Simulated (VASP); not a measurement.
Si7O16 (a cell with a defect): single point with PBE+D3(BJ)

Si7O16 (a cell with a defect):

```xyz
23
Lattice="-4.1790 -4.1790 0.0000 4.1790 -4.1790 0.0000 0.0000 0.0000 5.3298" Properties=species:S:1:pos:R:3 pbc="T T T"
Si   -0.0053   -4.1794    0.0068
Si   -0.0067   -4.1808    2.6529
Si    2.0841   -2.0904    3.9949
Si   -0.0058   -0.0013   -0.0035
Si   -2.0953   -2.0905    1.3302
Si   -0.0056   -0.0010    2.6633
Si   -2.0950   -2.0906    3.9949
O     1.2217   -2.9529   -0.0904
O     0.7677   -0.7745    1.3299
O    -1.2319   -5.4065   -0.0917
O     3.3998   -3.4067    1.3298
O     1.2207   -2.9539    2.7517
O     0.8040   -0.8104    3.9948
O    -1.2331   -5.4077    2.7497
O     3.3640   -3.3706    3.9948
O    -2.9042   -2.8996   -0.0097
O     0.8126   -4.9985    1.3299
O    -1.2863   -1.2816   -0.0096
O    -0.8242   -3.3615    1.3299
O    -2.9042   -2.8996    2.6698
O     0.8261   -5.0119    3.9947
O    -1.2861   -1.2813    2.6698
O    -0.8376   -3.3481    3.9947
```

- Program: VASP 6.6.1
- Task: single point
- Functional: PBE
- Dispersion: D3(BJ)
- Potentials or basis: VASP PAW PBE potentials, release 64 (Si, O)
- Cutoff: 520 eV
- k mesh: 2 × 2 × 3
- Occupations: gaussian, width 0.02 eV
- Spin: no spin polarisation

- Pressure: 7.6 GPa
- Largest force: 0.049 eV/Å
- Band gap on the k mesh: zero (band 62 reaches 6.43 eV, above the bottom of band 63 at 6.31 eV)
- Dispersion energy per atom: -0.214 eV

Forces on the atoms (eV/Å):
```
Si   0.002 -0.001  0.026
Si   0.007  0.002 -0.023
Si  -0.004 -0.003 -0.004
Si   0.001  0.004 -0.047
Si  -0.002  0.000 -0.008
Si  -0.001  0.001  0.043
Si  -0.005  0.000  0.002
O    0.001  0.002  0.010
O    0.034 -0.034  0.002
O   -0.005 -0.002  0.011
O   -0.033  0.035  0.002
O    0.001  0.000 -0.007
O    0.015 -0.016  0.000
O   -0.001  0.002 -0.005
O   -0.013  0.012  0.000
O   -0.018 -0.017 -0.002
O    0.012 -0.013  0.001
O    0.022  0.020 -0.005
O   -0.016  0.013  0.000
O   -0.015 -0.015  0.000
O    0.002 -0.004  0.001
O    0.019  0.014  0.003
O   -0.002 -0.001  0.000
```

Stress tensor (GPa, compression positive):
```
 6.55 -0.70  0.00
-0.70  6.55  0.00
 0.00  0.00  9.75
```

Levels at points of the mesh, in eV from the Fermi level:
| k point | band 58 | band 59 | band 60 | band 61 | band 62 | band 63 | band 64 | band 65 | band 66 | band 67 |
| --- | --- | --- | --- | --- | --- | --- | --- | --- | --- | --- |
| (0.00, 0.00, 0.00) | -0.64 | -0.57 | -0.03 | -0.01 | 0.04 | 0.20 | 0.69 | 6.53 | 7.56 | 8.13 |
| (0.50, 0.00, 0.00) | -0.54 | -0.52 | -0.51 | -0.38 | -0.17 | 0.31 | 0.33 | 7.32 | 8.36 | 8.65 |
| (0.00, 0.50, 0.00) | -0.70 | -0.37 | -0.24 | -0.03 | -0.02 | -0.01 | 0.09 | 7.54 | 7.84 | 8.15 |
| (0.50, 0.50, 0.00) | -0.44 | -0.34 | -0.32 | -0.18 | 0.00 | 0.11 | 0.35 | 8.25 | 8.54 | 8.74 |

Wall time 4.6 min on 1 thread of Intel(R) Xeon(R) Platinum 8259CL CPU @ 2.50GHz (Skylake/Cascade Lake) (shared host), peak memory 0.31 GiB.

Caveat: the k points lie up to 0.53 Å⁻¹ apart.
